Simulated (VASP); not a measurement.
# BaTiO3 (Pm-3m) in VASP: single point with r2SCAN

Aim: the single point of BaTiO3 with r2SCAN.

Program: VASP 6.6.1. These are calculated values, not measurements. Logs are shortened: lines on timing, memory, paths and dates and some standing lists are left out, and cuts for length are marked.

### 1 The cell of the first run

The structure is cubic, space group Pm-3m (No. 221). The conventional cell has a = 4.060 Å, b = 4.060 Å, c = 4.060 Å, α = 90.00°, β = 90.00°, γ = 90.00°. Within 3.8 Å of Ba (site symmetry m-3m) lie 12 O at 2.87 Å and 8 Ti at 3.52 Å. Ti (site symmetry m-3m) has 6 O at 2.03 Å within 2.7 Å. O (site symmetry 4/mmm) has 2 Ti at 2.03 Å within 2.7 Å. O (site symmetry 4/mmm) has 2 Ti at 2.03 Å within 2.7 Å.

### 2 Single point, r2SCAN, collinear spin, zero start

Contents of POSCAR:

```
BaTiO3
1.0
    8.1194999200      0.0000000000      0.0000000000
    0.0000000000      4.0597499600      0.0000000000
    0.0000000000      0.0000000000      4.0597499600
Ba Ti O
2 2 6
Direct
    0.2500000000      0.5000000000      0.5000000000
    0.7500000000      0.5000000000      0.5000000000
    0.0000000000      0.0000000000      0.0000000000
    0.5000000000      0.0000000000      0.0000000000
    0.2500000000      0.0000000000      0.0000000000
    0.7500000000      0.0000000000      0.0000000000
    0.0000000000      0.5000000000      0.0000000000
    0.5000000000      0.5000000000      0.0000000000
    0.0000000000      0.0000000000      0.5000000000
    0.5000000000      0.0000000000      0.5000000000
```

Contents of INCAR.step1:

```
SYSTEM = BaTiO3
PREC = Accurate ; ENCUT = 520
ISMEAR = -1 ; SIGMA = 0.1
LREAL = .False. ; LASPH = .True.
NELM = 150 ; ISPIN = 2
MAGMOM = 0 0 0 0 0 0 0 0 0 0 ; LMAXMIX = 4
NBANDS = 55 ; GGA = PE
ALGO = Normal ; EDIFF = 1E-4
LWAVE = .True. ; LCHARG = .False.
```

Contents of INCAR.step2:

```
SYSTEM = BaTiO3
PREC = Accurate ; ENCUT = 520
EDIFF = 1E-6 ; ISMEAR = -1
SIGMA = 0.1 ; LREAL = .False.
LASPH = .True. ; NELM = 150
ALGO = Normal ; ISIF = 2
LWAVE = .False. ; LCHARG = .False.
ISPIN = 2 ; MAGMOM = 0 0 0 0 0 0 0 0 0 0
LORBIT = 11 ; LMAXMIX = 4
METAGGA = R2SCAN ; LMIXTAU = .True.
NBANDS = 55 ; ISTART = 1
```

Contents of KPOINTS:

```
regular mesh
0
Gamma
  3 6 6
  0 0 0
```

Potentials or basis: VASP PAW PBE potentials, release 64 (Ba_sv, Ti_sv, O).

Launch:

```sh
$ cat potpaw_PBE.64/Ba_sv/POTCAR potpaw_PBE.64/Ti_sv/POTCAR potpaw_PBE.64/O/POTCAR > POTCAR
$ cp INCAR.step1 INCAR
$ mpirun -np 1 vasp_std > vasp.out
$ cp INCAR.step2 INCAR
$ mpirun -np 1 vasp_std > vasp.out
```

OUTCAR:

```text
SYSTEM = BaTiO3
   PREC = Accurate
   ENCUT = 520
   EDIFF = 1E-6
   ISMEAR = -1
   LREAL = .False.
   LASPH = .True.
   NELM = 150
   ISIF = 2
   ISPIN = 2
   LORBIT = 11
   METAGGA = R2SCAN
   ISTART = 1

 ion  position               nearest neighbor table
   1  0.250  0.500  0.500-   5 2.87   7 2.87   8 2.87   9 2.87  10 2.87   5 2.87   7 2.87   8 2.87
                             5 2.87   9 2.87  10 2.87   5 2.87   3 3.52   4 3.52   4 3.52   4 3.52
   2  0.750  0.500  0.500-   6 2.87   7 2.87   8 2.87   9 2.87  10 2.87   6 2.87   7 2.87   8 2.87
                             6 2.87   9 2.87  10 2.87   6 2.87   3 3.52   4 3.52   4 3.52   4 3.52
   3  0.000  0.000  0.000-   5 2.03   6 2.03   7 2.03   9 2.03   9 2.03   7 2.03   1 3.52   2 3.52
                             1 3.52   1 3.52   2 3.52   2 3.52   1 3.52   2 3.52
   4  0.500  0.000  0.000-   5 2.03   6 2.03   8 2.03  10 2.03  10 2.03   8 2.03   1 3.52   2 3.52
                             1 3.52   1 3.52   2 3.52   2 3.52   1 3.52   2 3.52
   5  0.250  0.000  0.000-   3 2.03   4 2.03   1 2.87   1 2.87   1 2.87   1 2.87
   6  0.750  0.000  0.000-   3 2.03   4 2.03   2 2.87   2 2.87   2 2.87   2 2.87
   7  0.000  0.500  0.000-   3 2.03   3 2.03   1 2.87   1 2.87   2 2.87   2 2.87
   8  0.500  0.500  0.000-   4 2.03   4 2.03   1 2.87   1 2.87   2 2.87   2 2.87
   9  0.000  0.000  0.500-   3 2.03   3 2.03   1 2.87   2 2.87   1 2.87   2 2.87
  10  0.500  0.000  0.500-   4 2.03   4 2.03   1 2.87   2 2.87   1 2.87   2 2.87

  LATTYP: Found a simple tetragonal cell.
 ALAT       =     4.0597499600
 C/A-ratio  =     2.0000000000

  Lattice vectors:

 A1 = (   0.0000000000,   4.0597499600,   0.0000000000)
 A2 = (   0.0000000000,   0.0000000000,   4.0597499600)
 A3 = (   8.1194999200,   0.0000000000,   0.0000000000)

Analysis of symmetry for initial positions (statically):
=====================================================================
 Subroutine PRICEL returns following result:

  LATTYP: Found a simple cubic cell.
 ALAT       =     4.0597499600
[... 12 lines left out ...]
 Subroutine GETGRP returns: Found 16 space group operations
 (whereof 16 operations were pure point group operations)
 out of a pool of 16 trial point group operations.

The static configuration has the point symmetry D_4h.

Analysis of symmetry for dynamics (positions and initial velocities):
=====================================================================
 Subroutine PRICEL returns following result:

  LATTYP: Found a simple cubic cell.
 ALAT       =     4.0597499600
[... 12 lines left out ...]
 Subroutine GETGRP returns: Found 16 space group operations
 (whereof 16 operations were pure point group operations)
 out of a pool of 16 trial point group operations.

The dynamic configuration has the point symmetry D_4h.

Analysis of structural, dynamic, and magnetic symmetry:
[... 179 lines left out ...]

 k-point     1 :       0.0000    0.0000    0.0000
  band No.  band energies     occupation
      1     -55.8705      1.00000
      2     -55.8696      1.00000
      3     -31.0506      1.00000
      4     -31.0043      1.00000
      5     -31.0043      1.00000
      6     -31.0043      1.00000
[... 1089 lines left out ...]
     51      10.8438      0.00000
     52      11.0459      0.00000
 Fermi energy:         4.2577252948

 spin component 2

 k-point     1 :       0.0000    0.0000    0.0000
  band No.  band energies     occupation
      1     -55.8705      1.00000
      2     -55.8696      1.00000
      3     -31.0506      1.00000
      4     -31.0043      1.00000
      5     -31.0043      1.00000
      6     -31.0043      1.00000
[... 1089 lines left out ...]
     51      10.8438      0.00000
     52      11.0459      0.00000
 [bands above 52 left out]

------------------------ aborting loop because EDIFF is reached ----------------------------------------

  FORCE on cell =-STRESS in cart. coord.  units (eV):
  Direction    XX          YY          ZZ          XY          YZ          ZX
  --------------------------------------------------------------------------------------
  -------------------------------------------------------------------------------------
  Total       -5.2583846     -5.2584749     -5.2584749      0.0000000      0.0000000      0.0000000
  in kB      -62.9557025    -62.9567839    -62.9567839      0.0000000      0.0000000      0.0000000
  external PRESSURE =     -62.9564234 kB  Pullay stress =       0.0000000 kB

 VOLUME and BASIS-vectors are now :
 -----------------------------------------------------------------------------
  energy-cutoff  :      520.00
  volume of cell :      133.82
      direct lattice vectors                 reciprocal lattice vectors
     8.119499920  0.000000000  0.000000000     0.123160294  0.000000000  0.000000000
     0.000000000  4.059749960  0.000000000     0.000000000  0.246320589  0.000000000
     0.000000000  0.000000000  4.059749960     0.000000000  0.000000000  0.246320589

 POSITION                                       TOTAL-FORCE (eV/Angst)
 -----------------------------------------------------------------------------------
      2.02987      2.02987      2.02987         0.000000     -0.000000      0.000000
      6.08962      2.02987      2.02987         0.000000      0.000000      0.000000
      0.00000      0.00000      0.00000         0.000000      0.000000     -0.000000
      4.05975      0.00000      0.00000         0.000000      0.000000     -0.000000
      2.02987      0.00000      0.00000        -0.000000      0.000000     -0.000000
      6.08962      0.00000      0.00000        -0.000000     -0.000000     -0.000000
      0.00000      2.02987      0.00000         0.000000      0.000000     -0.000000
      4.05975      2.02987      0.00000         0.000000     -0.000000     -0.000000
      0.00000      0.00000      2.02987         0.000000      0.000000     -0.000000
      4.05975      0.00000      2.02987         0.000000      0.000000      0.000000
 -----------------------------------------------------------------------------------
    total drift:                                0.000000     -0.000000      0.000000

  FREE ENERGIE OF THE ION-ELECTRON SYSTEM (eV)
  ---------------------------------------------------
  free  energy   TOTEN  =      -148.3750653949 eV

  energy  without entropy=     -148.3750391250  energy(sigma->0) =     -148.37505226

 total charge

# of ion       s       p       d       tot
------------------------------------------
    1        2.015   5.662   0.279   7.956
    2        2.015   5.662   0.279   7.956
    3        2.194   6.242   1.587  10.022
    4        2.194   6.242   1.587  10.022
    5        1.566   3.477   0.000   5.043
    6        1.566   3.477   0.000   5.043
    7        1.566   3.477   0.000   5.043
    8        1.566   3.477   0.000   5.043
    9        1.566   3.477   0.000   5.043
   10        1.566   3.477   0.000   5.043
--------------------------------------------------
tot         17.811  44.673   3.730  66.214

 magnetization (x)

# of ion       s       p       d       tot
------------------------------------------
    1        0.000   0.000   0.000   0.000
    2        0.000   0.000   0.000   0.000
    3       -0.000   0.000   0.000   0.000
    4       -0.000   0.000   0.000   0.000
    5       -0.000  -0.000   0.000  -0.000
    6       -0.000  -0.000   0.000  -0.000
    7       -0.000  -0.000   0.000  -0.000
    8       -0.000  -0.000   0.000  -0.000
    9       -0.000  -0.000   0.000  -0.000
   10       -0.000  -0.000   0.000  -0.000
--------------------------------------------------
tot          0.000  -0.000   0.000   0.000
```

OUTCAR.step1:

```text
SYSTEM = BaTiO3
   PREC = Accurate
   ENCUT = 520
   ISMEAR = -1
   LREAL = .False.
   LASPH = .True.
[... 2492 lines left out ...]
      4.05975      2.02987      0.00000        -0.000000     -0.000000     -0.000000
      0.00000      0.00000      2.02987        -0.000000      0.000000     -0.000000
      4.05975      0.00000      2.02987         0.000000      0.000000      0.000000
 -----------------------------------------------------------------------------------
    total drift:                                0.000000     -0.000000      0.000000

  FREE ENERGIE OF THE ION-ELECTRON SYSTEM (eV)
  ---------------------------------------------------
  free  energy   TOTEN  =       -79.9483660891 eV

  energy  without entropy=      -79.9482243824  energy(sigma->0) =      -79.94829524
```

OSZICAR.step1:

```text
N       E                     dE             d eps       ncg     rms          rms(c)
DAV:   1     0.952531004439E+03    0.95253E+03   -0.38896E+04  4400   0.155E+03
DAV:   2     0.386353188350E+02   -0.91390E+03   -0.84709E+03  4758   0.443E+02
DAV:   3    -0.940060381690E+02   -0.13264E+03   -0.12977E+03  5704   0.169E+02
DAV:   4    -0.102027196018E+03   -0.80212E+01   -0.79931E+01  6792   0.377E+01
DAV:   5    -0.102344822773E+03   -0.31763E+00   -0.31736E+00  6026   0.652E+00    0.318E+01
DAV:   6    -0.802353516478E+02    0.22109E+02   -0.10493E+02  6575   0.654E+01    0.141E+01
DAV:   7    -0.804419976070E+02   -0.20665E+00   -0.19632E+01  6202   0.256E+01    0.927E+00
DAV:   8    -0.799334715893E+02    0.50853E+00   -0.13749E+00  5963   0.839E+00    0.438E+00
DAV:   9    -0.799703560548E+02   -0.36884E-01   -0.50021E-01  6722   0.416E+00    0.188E+00
DAV:  10    -0.799522587607E+02    0.18097E-01   -0.12725E-01  5530   0.328E+00    0.559E-01
DAV:  11    -0.799488573243E+02    0.34014E-02   -0.19800E-02  6191   0.684E-01    0.252E-01
DAV:  12    -0.799483245399E+02    0.53278E-03   -0.12680E-03  5661   0.300E-01    0.616E-02
DAV:  13    -0.799485023765E+02   -0.17784E-03   -0.31633E-04  4995   0.138E-01    0.992E-02
DAV:  14    -0.799483631185E+02    0.13926E-03   -0.19982E-04  3931   0.151E-01    0.131E-02
DAV:  15    -0.799483660891E+02   -0.29706E-05   -0.22562E-05  2739   0.220E-02
   1 F= -.79948366E+02 E0= -.79948295E+02  d E =-.141707E-03  mag=     0.0000
```

It took 30 min on 1 thread of Oxide Virtual Turin-like, shared host; peak memory 0.4 GiB.

What came out:

* Free energy: -148.3751 eV
* Pressure: -6.3 GPa
* Band gap on the k mesh: 2.03 eV
* Net moment: 0.00 μB per cell
* Valence electrons inside the program's atomic spheres: Ba 7.96; Ti 10.02; O 5.04

Caveat: the cell stands under tension; the PAW data sets were made with another functional, which shifts forces and pressure a little; spin-orbit coupling is left out, which moves the levels of the heavy elements.
